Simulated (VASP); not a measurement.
Runs of VASP 6.6.1 on Nb. The structure is that of space group Pm-3m (No. 221), or close to it. The cells are those of the table. 

```csv
task,level,potentials or basis,cell,k mesh,cutoff (eV),grid for exact exchange (PRECFOCK),share of exact exchange,screening parameter,gap on the mesh (eV),pressure (GPa),relaxed volume (Å³/atom)
relaxation of cell and atoms,PBEsol-based screened hybrid,"VASP PAW PBE potentials, release 64 (Nb_sv)","relaxed from a = 2.720 Å, 1 atom",5 × 5 × 5,600,Normal,0.25,0.207 1/Å,none,0.0,(c)
single point,LDA,"VASP PAW LDA potentials, release 64 (Nb_sv)","a = 2.720 Å, 1 atom",6 × 6 × 6,520,-,-,-,none,-5.4,-
single point,PBE,"VASP PAW PBE potentials, release 64 (Nb_sv)","a = 2.713, b = 2.743, c = 2.704 Å, angles 90.3, 91.0, 90.8°, 1 atom",10 × 10 × 10,520,-,-,-,none,(a),-
relaxation of cell and atoms,HF,"VASP PAW PBE potentials, release 64 (Nb_sv)","relaxed from a = 2.720 Å, 1 atom",5 × 5 × 5,600,Normal,-,-,none,0.0,22.55
single point,PBE,"VASP PAW PBE potentials, release 64 (Nb_sv)","a = 2.755 Å, 1 atom",10 × 10 × 10,520,-,-,-,none,-4.2,-
relaxation of cell and atoms,BLYP,"VASP PAW PBE potentials, release 64 (Nb_sv)","relaxed from a = 2.720 Å, 1 atom",10 × 10 × 10,600,-,-,-,none,0.0,(b)
single point,r2SCAN,"VASP PAW PBE potentials, release 64 (Nb_sv)","a = 2.720 Å, 1 atom",6 × 6 × 6,520,-,-,-,none,1.3,-
single point,PBE,"VASP PAW PBE potentials, release 64 (Nb_sv)","a = 2.738 Å, 1 atom",10 × 10 × 10,520,-,-,-,none,-2.0,-
relaxation of cell and atoms,PBEsol-based global hybrid,"VASP PAW PBE potentials, release 64 (Nb_sv)","relaxed from a = 2.720 Å, 1 atom",5 × 5 × 5,600,Normal,0.25,-,none,0.0,19.78
single point,PBEsol,"VASP PAW PBE potentials, release 64 (Nb_sv)","a = 2.720 Å, 1 atom",6 × 6 × 6,520,-,-,-,none,-2.3,-
single point,PBEsol-based global hybrid,"VASP PAW PBE potentials, release 64 (Nb_sv)","a = 2.708 Å, 1 atom",5 × 5 × 5,520,Normal,0.25,-,none,-0.6,-
```

Alike in all rows: no spin polarisation; smearing fermi-dirac 0.05 eV.

Question: Estimate the missing entries.

Answer: (a) 0.3; (b) 21.21; (c) 20.38.

Caveats: some runs use coarse meshes; the PAW data sets were made with another functional, which shifts forces and pressure a little (some runs).

A k mesh can miss the band edges, and the runs leave out spin-orbit coupling on Nb.

A gap of «none» marks levels without a gap at the run's occupations.
